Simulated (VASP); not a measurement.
As, 4 atoms in the cell. Symmetry: P6_3/mmc, No. 194, hexagonal system. Conventional cell: a = 2.912 Å, b = 2.912 Å, c = 9.868 Å, α = 90.00°, β = 90.00°, γ = 120.00°. As (site symmetry -3m) has 12 As at 2.91 to 2.99 Å within 3.8 Å. As (site symmetry -6m2) has 12 As at 2.91 to 2.99 Å within 3.8 Å.  This cell differs from its parent crystal: volume scaled by 0.92.

| Quantity | Value |
| --- | --- |
| Program | VASP 6.6.1 |
| Task | single point |
| Functional | RPBE |
| Potentials or basis | VASP PAW PBE potentials, release 64 (As) |
| Cutoff | 520 eV |
| k mesh | 14 × 14 × 4 |
| Occupations | fermi-dirac, width 0.1 eV |
| Spin | no spin polarisation |
| Dipole correction | no |
| Further INCAR settings | ALGO = Normal; EDIFF = 1e-06; NBANDS = 18 |

Potentials or basis: VASP PAW PBE potentials, release 64 (As).

Launch:

```bash
$ cat potpaw_PBE.64/As/POTCAR > POTCAR
$ mpirun -np 1 vasp_std > vasp.out
```

Hardware: 1 thread of Intel(R) Xeon(R) Platinum 8259CL CPU @ 2.50GHz (Skylake/Cascade Lake), on a shared host.

Problem. Estimate the wall time of this run.

Solution. Wall time 47 s on 1 thread of Intel(R) Xeon(R) Platinum 8259CL CPU @ 2.50GHz (Skylake/Cascade Lake), with other jobs on the host, peak memory 0.23 GiB. Counts: scf iterations 10, k points 72.
